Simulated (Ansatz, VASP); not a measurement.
One calculation of AlN, two programs

INCAR

```
  PREC = Accurate
  ENCUT = 520
  EDIFF = 1E-6
  ISMEAR = 0
  SIGMA = 0.05
  LREAL = F
  LASPH = T
  NELM = 60
  ALGO = Normal
  ISIF = 2
  LWAVE = F
  LCHARG = F
  GGA = PE
  NBANDS = 26
```

KPOINTS

```
regular mesh
0
Gamma
  6 6 6
```

The input POSCAR:

```
AlN
1.0
    4.4025164325      0.0000000000      0.0000000000
    0.0000000000     -4.4025164325      0.0000000000
    0.0000000000      0.0000000000     -4.4025164325
Al N
4 4
Direct
   -0.1011869641      0.0572399908     -0.1011869641
    0.5000000000      0.5000000000      0.0000000000
    0.5000000000      0.0000000000      0.5000000000
    0.0000000000      0.5000000000      0.5000000000
    0.7500000000      0.7500000000      0.7500000000
    0.2500000000      0.2500000000      0.7500000000
    0.2500000000      0.7500000000      0.2500000000
    0.7500000000      0.2500000000      0.2500000000
```

Input for Ansatz:

```yaml
crystal:
  lattice:
    - [4.4025164325, 0.0, 0.0]
    - [0.0, -4.4025164325, 0.0]
    - [0.0, 0.0, -4.4025164325]
  atoms:
    - { symbol: Al, position: [-0.1011869641, 0.0572399908, -0.1011869641] }
    - { symbol: Al, position: [0.5, 0.5, 0.0] }
    - { symbol: Al, position: [0.5, 0.0, 0.5] }
    - { symbol: Al, position: [0.0, 0.5, 0.5] }
    - { symbol: "N", position: [0.75, 0.75, 0.75] }
    - { symbol: "N", position: [0.25, 0.25, 0.75] }
    - { symbol: "N", position: [0.25, 0.75, 0.25] }
    - { symbol: "N", position: [0.75, 0.25, 0.25] }
basis:
  ecutwfc: 420
kpoints:
  mp_grid: { grid: [6, 6, 6] }
hamiltonian:
  xc: pbe
  pseudopotentials: { kind: paw, azcp: { folder: soft_1 } }
scf:
  occupations: { method: gaussian, width: 0.05 }
output:
  forces: true
  stress: true
  eigenvalues: true
```

Alike in both runs: task single point; functional PBE; k mesh 6 × 6 × 6; occupations gaussian, width 0.05 eV; no spin polarisation.

|  | VASP | Ansatz |
| --- | --- | --- |
| version | VASP 6.6.1 | Ansatz 0.2.0 |
| potentials or method | VASP PAW PBE potentials, release 64 (Al, N), cutoff 520 eV | scalar-relativistic, plane waves, PAW |
| valence electrons in the cell | 32 | 32 |

|  | VASP | Ansatz | Ansatz less VASP |
| --- | --- | --- | --- |
| gap on the k mesh at the Fermi level (eV) | none | none | - |
| pressure (GPa) | 7.4 | 7.5 | +0.13 |
| traceless stress, the component that is largest in VASP (GPa) | 6.91 | 6.90 | -0.013 |
| rms of the force components (eV/Å) | 2.365 | 2.362 | -0.0029 |

Atom by atom the forces differ by 0.010 eV/Å (rms over components). A gap of «none» marks a metal or a gap that the smearing closes.
